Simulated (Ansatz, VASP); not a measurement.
## Two plane-wave programs on TiO2

POSCAR

```
TiO2
1.0
    4.4589478892      0.0000000000      0.0000000000
    0.0000000000      4.4589478892      0.0000000000
    0.0000000000      0.0000000000      2.8648865286
Ti O
2 4
Direct
    0.0000000000      0.0000000000      0.0000000000
    0.5000000000      0.5000000000      0.5000000000
    0.3018375671      0.3018375671      0.0000000000
    0.1981624329      0.8018375671      0.5000000000
    0.8018375671      0.1981624329      0.5000000000
    0.6981624329      0.6981624329      0.0000000000
```

Contents of INCAR.step1:

```
  PREC = Accurate
  ENCUT = 520
  ISMEAR = 0
  SIGMA = 0.01
  LREAL = F
  LASPH = T
  NELM = 100
  NBANDS = 33
  GGA = PE
  ALGO = Normal
  EDIFF = 1E-4
  LWAVE = T
  LCHARG = F
```

INCAR.step2

```
  PREC = Accurate
  ENCUT = 520
  EDIFF = 1E-7
  ISMEAR = 0
  SIGMA = 0.01
  LREAL = F
  LASPH = T
  NELM = 100
  ALGO = Normal
  ISIF = 2
  LWAVE = F
  LCHARG = T
  METAGGA = R2SCAN
  LMIXTAU = T
  LELF = T
  LVHAR = T
  NBANDS = 33
  ISTART = 1
```

KPOINTS

```
Automatic mesh
0
Gamma
  6 6 8
```

Input for Ansatz:

```yaml
crystal:
  lattice:
    - [4.4589478892, 0.0, 0.0]
    - [0.0, 4.4589478892, 0.0]
    - [0.0, 0.0, 2.8648865286]
  atoms:
    - { symbol: Ti, position: [0.0, 0.0, 0.0] }
    - { symbol: Ti, position: [0.5, 0.5, 0.5] }
    - { symbol: O, position: [0.3018375671, 0.3018375671, 0.0] }
    - { symbol: O, position: [0.1981624329, 0.8018375671, 0.5] }
    - { symbol: O, position: [0.8018375671, 0.1981624329, 0.5] }
    - { symbol: O, position: [0.6981624329, 0.6981624329, 0.0] }
kpoints:
  mp_grid: { grid: [6, 6, 8] }
  band_path:
    path:
      - [0.0, 0.0, 0.0]
      - [0.0, 0.5, 0.0]
      - [0.5, 0.5, 0.0]
      - [0.0, 0.0, 0.5]
      - [0.0, 0.5, 0.5]
      - [0.5, 0.5, 0.5]
    npoints: 1
hamiltonian:
  xc: r2scan
scf:
  occupations: { method: fixed }
  n_extra_bands: 5
output:
  forces: true
  stress: true
  eigenvalues: true
  write_density: true
  write_potential: true
  elf: true
  volumetric_format: npy
```

Change from the starting cell: hydrostatic strain -3.0%.

Alike in both runs: task single point; functional r2SCAN; k mesh 6 × 6 × 8; no spin polarisation.

|  | VASP | Ansatz |
| --- | --- | --- |
| version | VASP 6.6.1 | Ansatz 0.2.0 |
| potentials or method | VASP PAW PBE potentials, release 64 (Ti_sv, O) | plane waves, PAW |
| plane-wave cutoff (eV) | 520 | 500 |
| occupations | gaussian, width 0.01 eV | fixed |
| valence electrons in the cell | 48 | 48 |

```tsv
	VASP	Ansatz	Ansatz less VASP
gap on the k mesh at the Fermi level (eV)	2.36	2.36	-0.006
pressure (GPa)	28.5	26.9	-1.62
traceless stress, the component that is largest in VASP (GPa)	4.27	3.81	-0.455
rms of the force components (eV/Å)	0.016	0.002	-0.0136
```

VASP's potentials were made for PBE, not for r2SCAN. Atom by atom the forces differ by 0.014 eV/Å (rms over components).
